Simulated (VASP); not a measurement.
# Ga3As3H8 in VASP: single point with PBE

Aim: the single point of Ga3As3H8 with PBE.

Program: VASP 6.6.1. These are calculated values, not measurements. Logs are shortened: lines on timing, memory, paths and dates and some standing lists are left out, and cuts for length are marked.

## 1. The cell of the first run

The cell holds a wire or tube with vacuum around it, 28 atoms: a = 16.500 Å, b = 16.900 Å, c = 6.051 Å, α = 90.00°, β = 90.00°, γ = 90.00°.

## 2. Single point, PBE

The input, INCAR:

```
SYSTEM = Ga3As3H8
  PREC = Accurate
  ENCUT = 520
  EDIFF = 1E-7
  ISMEAR = 0
  SIGMA = 0.05
  LREAL = Auto
  LASPH = .TRUE.
  NELM = 100
  ALGO = Normal
  ISIF = 2
  LWAVE = .FALSE.
  LCHARG = .FALSE.
  GGA = PE
  NBANDS = 82
```

The input, KPOINTS:

```
regular mesh
0
G
  1 1 10
  0 0 0
```

The input, POSCAR:

```
Ga3As3H8
1.0
   16.5000000000      0.0000000000      0.0000000000
    0.0000000000     16.9000000000      0.0000000000
    0.0000000000      0.0000000000      6.0506595258
Ga As H
6 6 16
Direct
    0.5743919100      0.5000000000      0.0000000000
    0.5992798899      0.3238406859      0.5558118204
    0.5992798899      0.6761593141      0.4441881796
    0.4256080900      0.5000000000      0.5000000000
    0.4007201101      0.3238406859     -0.0558118204
    0.4007201101      0.6761593141      0.0558118204
    0.3436750502      0.5882504932      0.7456108104
    0.6563249498      0.5882504932      0.7543891896
    0.3436750502      0.4117495068      0.2543891896
    0.6563249498      0.4117495068      0.2456108104
    0.5000000000      0.5881689421      0.2500000000
    0.5000000000      0.4118310579      0.7500000000
    0.2739446775      0.5375993959      0.8289068145
    0.2936567854      0.6394748089      0.5907771088
    0.7260553225      0.5375993959      0.6710931855
    0.7063432146      0.6394748089      0.9092228912
    0.6739385987      0.3088348412      0.7096531444
    0.5525598494      0.2593459364      0.4228570440
    0.6739385987      0.6911651588      0.2903468556
    0.5525598494      0.7406540636      0.5771429560
    0.2739446775      0.4624006041      0.1710931855
    0.2936567854      0.3605251911      0.4092228912
    0.7260553225      0.4624006041      0.3289068145
    0.7063432146      0.3605251911      0.0907771088
    0.3260614013      0.3088348412      0.7903468556
    0.4474401506      0.2593459364      0.0771429560
    0.3260614013      0.6911651588      0.2096531444
    0.4474401506      0.7406540636      0.9228570440
```

Potentials or basis: VASP PAW PBE potentials, release 64 (Ga_d, As, H).

Command:

```console
cat potpaw_PBE.64/Ga_d/POTCAR potpaw_PBE.64/As/POTCAR potpaw_PBE.64/H/POTCAR > POTCAR
mpirun -np 1 vasp_std > vasp.out
```

OUTCAR:

```text
SYSTEM = Ga3As3H8
   PREC = Accurate
   ENCUT = 520
   EDIFF = 1E-7
   ISMEAR = 0
   LREAL = Auto
   LASPH = .TRUE.
   NELM = 100
   ISIF = 2
   GGA = PE

 ion  position               nearest neighbor table
   1  0.574  0.500  0.000-  11 2.45  12 2.45   8 2.50  10 2.50
   2  0.599  0.324  0.556-  18 1.56  17 1.56  12 2.51  10 2.57
   3  0.599  0.676  0.444-  20 1.56  19 1.56  11 2.51   8 2.57
   4  0.426  0.500  0.500-  11 2.45  12 2.45   7 2.50   9 2.50
   5  0.401  0.324  0.944-  26 1.56  25 1.56  12 2.51   9 2.57
   6  0.401  0.676  0.056-  28 1.56  27 1.56  11 2.51   7 2.57
   7  0.344  0.588  0.746-  14 1.52  13 1.52   4 2.50   6 2.57
   8  0.656  0.588  0.754-  16 1.52  15 1.52   1 2.50   3 2.57
   9  0.344  0.412  0.254-  22 1.52  21 1.52   4 2.50   5 2.57
  10  0.656  0.412  0.246-  24 1.52  23 1.52   1 2.50   2 2.57
  11  0.500  0.588  0.250-   1 2.45   4 2.45   6 2.51   3 2.51
  12  0.500  0.412  0.750-   1 2.45   4 2.45   5 2.51   2 2.51
  13  0.274  0.538  0.829-   7 1.52
  14  0.294  0.639  0.591-   7 1.52
  15  0.726  0.538  0.671-   8 1.52
  16  0.706  0.639  0.909-   8 1.52
  17  0.674  0.309  0.710-   2 1.56
  18  0.553  0.259  0.423-   2 1.56
[... 8 lines left out ...]
  27  0.326  0.691  0.210-   6 1.56
  28  0.447  0.741  0.923-   6 1.56

  LATTYP: Found a simple orthorhombic cell.
 ALAT       =     6.0506595258
 B/A-ratio  =     2.7269754528
 C/A-ratio  =     2.7930839486

  Lattice vectors:

 A1 = (   0.0000000000,   0.0000000000,   6.0506595258)
 A2 = (  16.5000000000,   0.0000000000,   0.0000000000)
 A3 = (   0.0000000000,  16.9000000000,   0.0000000000)

Analysis of symmetry for initial positions (statically):
=====================================================================
 Subroutine PRICEL returns:
 Original cell was already a primitive cell.

 Routine SETGRP: Setting up the symmetry group for a
 simple orthorhombic supercell.

 Subroutine GETGRP returns: Found  4 space group operations
 (whereof  2 operations were pure point group operations)
 out of a pool of  8 trial point group operations.

The static configuration has the point symmetry C_2 .
 The point group associated with its full space group is D_2 .

Analysis of symmetry for dynamics (positions and initial velocities):
=====================================================================
 Subroutine PRICEL returns:
[... 145 lines left out ...]
   EDIFFG = 0.1E-05   stopping-criterion for IOM
   NSW    =      0    number of steps for IOM
   IBRION =     -1    ionic relax: 0-MD 1-quasi-New 2-CG
   NFREE  =      0    steps in history (QN), initial steepest desc. (CG)
   ISIF   =      2    stress and relaxation
   ISYM   =      2    0-nonsym 1-usesym 2-fastsym
   POTIM  = 0.5000    time-step for ionic-motion
   TEBEG  =    0.0;   TEEND  =   0.0 temperature during run
   PSTRESS=    0.0 pullay stress
   NELECT =     124.0000    total number of electrons
   NUPDOWN=      -1.0000    fix difference up-down
   EMIN   =  10.00;   EMAX   =-10.00  energy-range for DOS
   EFERMI =   0.00;   METHOD = LEGACY
   ISMEAR =     0;   SIGMA  =   0.05  broadening in eV -4-tet -1-fermi 0-gaus
   EFERMI_NEDOS =   21; number of points for ismear=-14 and -15
   IALGO  =     38    algorithm
   IMIX   =      4    mixing-type and parameters
     AMIX     =   0.40;   BMIX     =  1.00
     AMIX_MAG =   1.60;   BMIX_MAG =  1.00
  volume/ion in A,a.u.               =      60.26       406.64
  Fermi-wavevector in a.u.,A,eV,Ry     =   0.685737  1.295855  6.397939  0.470235
  Thomas-Fermi vector in A             =   1.765764
   LORBIT       =      0    0 simple, 1 ext, 2 COOP (PROOUT), +10 PAW based schemes
   GGA     = PE    functional components
   LHFCALC =     F    Hartree Fock is set to
   AEXX    =    0.0000 exact exchange contribution
   IVDW    =     0    specifies the selected vdW correction
   LEPSILON=     F    determine dielectric tensor
   LRPA    =     F    only Hartree local field effects (RPA)
 non-spin polarized calculation
 Gauss-broadening in eV      SIGMA  =   0.05
  energy-cutoff  :      520.00
  volume of cell :     1687.23
 maximum number of plane-waves:     45493
 NGX is ok and might be reduce to   126
   NGX = 61   NGY = 63   NGZ = 23

 number of electron     123.9999972 magnetization

 Free energy of the ion-electron system (eV)
  ---------------------------------------------------
  ext. energy  EPLUGINS =         0.00000000
  ---------------------------------------------------
  free energy    TOTEN  =       -98.53355781 eV

  energy without entropy =      -98.53355781  energy(sigma->0) =      -98.53355781

 E-fermi :  -4.1060     XC(G=0):  -2.7633

 val. band max:       -4.3570764872   @ k =   0.0000   0.0000   0.0000
 cond. band min:      -1.1440203765   @ k =   0.0000   0.0000   0.4000
 fundamental gap:      3.2130561106
 Fermi energy:        -4.1060225814

 k-point     1 :       0.0000    0.0000    0.0000
  band No.  band energies     occupation
      1     -18.0395      2.00000
      2     -18.0279      2.00000
      3     -18.0137      2.00000
      4     -18.0130      2.00000
      5     -18.0026      2.00000
      6     -17.9509      2.00000
[... 451 lines left out ...]
     73       0.9396      0.00000
     74       0.9396      0.00000
 [bands above 74 left out]

------------------------ aborting loop because EDIFF is reached ----------------------------------------

  FORCE on cell =-STRESS in cart. coord.  units (eV):
  Direction    XX          YY          ZZ          XY          YZ          ZX
  --------------------------------------------------------------------------------------
  -------------------------------------------------------------------------------------
  Total        0.4327876      0.2339798      0.3738330      0.0000000      0.0000000      0.0000000
  in kB        0.4109718      0.2221854      0.3549890      0.0000000      0.0000000      0.0000000
  external PRESSURE =       0.3293821 kB  Pullay stress =       0.0000000 kB

 VOLUME and BASIS-vectors are now :
 -----------------------------------------------------------------------------
  energy-cutoff  :      520.00
  volume of cell :     1687.23
      direct lattice vectors                 reciprocal lattice vectors
    16.500000000  0.000000000  0.000000000     0.060606061  0.000000000  0.000000000
     0.000000000 16.900000000  0.000000000     0.000000000  0.059171598  0.000000000
     0.000000000  0.000000000  6.050659526     0.000000000  0.000000000  0.165271240

 POSITION                                       TOTAL-FORCE (eV/Angst)
 -----------------------------------------------------------------------------------
      9.47747      8.45000      0.00000         0.004507     -0.000000     -0.000000
      9.88812      5.47291      3.36303         0.026509     -0.042249     -0.010151
      9.88812     11.42709      2.68763         0.026509      0.042249      0.010151
      7.02253      8.45000      3.02533        -0.004507     -0.000000     -0.000000
      6.61188      5.47291      5.71296        -0.026509     -0.042249      0.010151
      6.61188     11.42709      0.33770        -0.026509      0.042249     -0.010151
[... 20 lines left out ...]
      5.38001     11.68069      1.26854         0.019664     -0.007439     -0.009972
      7.38276     12.51705      5.58389        -0.011233     -0.018029      0.015239
 -----------------------------------------------------------------------------------
    total drift:                               -0.000000      0.000000     -0.000000

  FREE ENERGIE OF THE ION-ELECTRON SYSTEM (eV)
  ---------------------------------------------------
  free  energy   TOTEN  =       -98.5335578082 eV

  energy  without entropy=      -98.5335578082  energy(sigma->0) =      -98.53355781
```

OSZICAR:

```text
N       E                     dE             d eps       ncg     rms          rms(c)
DAV:   1     0.778444386589E+03    0.77844E+03   -0.46880E+04  1184   0.118E+03
DAV:   2     0.240646103950E+01   -0.77604E+03   -0.75333E+03  1384   0.263E+02
DAV:   3    -0.981388490313E+02   -0.10055E+03   -0.99966E+02  1272   0.978E+01
DAV:   4    -0.103383747119E+03   -0.52449E+01   -0.52323E+01  1360   0.260E+01
[... 17 lines left out ...]
DAV:  22    -0.985335544322E+02   -0.86096E-05   -0.37856E-07   944   0.115E-03    0.208E-04
DAV:  23    -0.985335573053E+02   -0.28732E-05   -0.18258E-07   896   0.700E-04    0.118E-04
DAV:  24    -0.985335576131E+02   -0.30775E-06   -0.23459E-08   920   0.390E-04    0.814E-05
DAV:  25    -0.985335577401E+02   -0.12702E-06   -0.55070E-09   784   0.282E-04    0.557E-05
DAV:  26    -0.985335578082E+02   -0.68090E-07   -0.50029E-09   816   0.218E-04
   1 F= -.98533558E+02 E0= -.98533558E+02  d E =-.543511E-13
```

It took 37 min on 1 thread of Intel Xeon Platinum 8488C (Sapphire Rapids), shared host; peak memory 1.6 GiB.

What came out:

| Quantity | Value |
| --- | --- |
| Free energy | -98.5336 eV |
| Largest force | 0.122 eV/Å |
| Band gap on the k mesh | 3.21 eV (least direct gap 3.34 eV) |

Forces in eV/Å, atoms in the order of the input:
```
Ga   0.005  0.000  0.000
Ga   0.027 -0.042 -0.010
Ga   0.027  0.042  0.010
Ga  -0.005  0.000  0.000
Ga  -0.027 -0.042  0.010
Ga  -0.027  0.042 -0.010
As   0.119  0.002  0.027
As  -0.119  0.002 -0.027
As   0.119 -0.002 -0.027
As  -0.119 -0.002  0.027
As   0.000 -0.020  0.000
As   0.000  0.020  0.000
H   -0.071 -0.052  0.025
H   -0.054  0.049 -0.054
H    0.071 -0.052 -0.025
H    0.054  0.049  0.054
H   -0.020  0.007 -0.010
H    0.011  0.018  0.015
H   -0.020 -0.007  0.010
H    0.011 -0.018 -0.015
H   -0.071  0.052 -0.025
H   -0.054 -0.049  0.054
H    0.071  0.052  0.025
H    0.054 -0.049 -0.054
H    0.020  0.007  0.010
H   -0.011  0.018 -0.015
H    0.020 -0.007 -0.010
H   -0.011 -0.018  0.015
```

Levels at points of the mesh, in eV from the valence-band top:
```csv
k point,band 60,band 61,band 62,band 63,band 64,band 65
"(0.00, 0.00, 0.00)",-0.05,-0.04,0.00,3.48,3.60,3.68
"(0.00, 0.00, 0.50)",-0.51,-0.29,-0.29,3.31,3.31,3.75
```
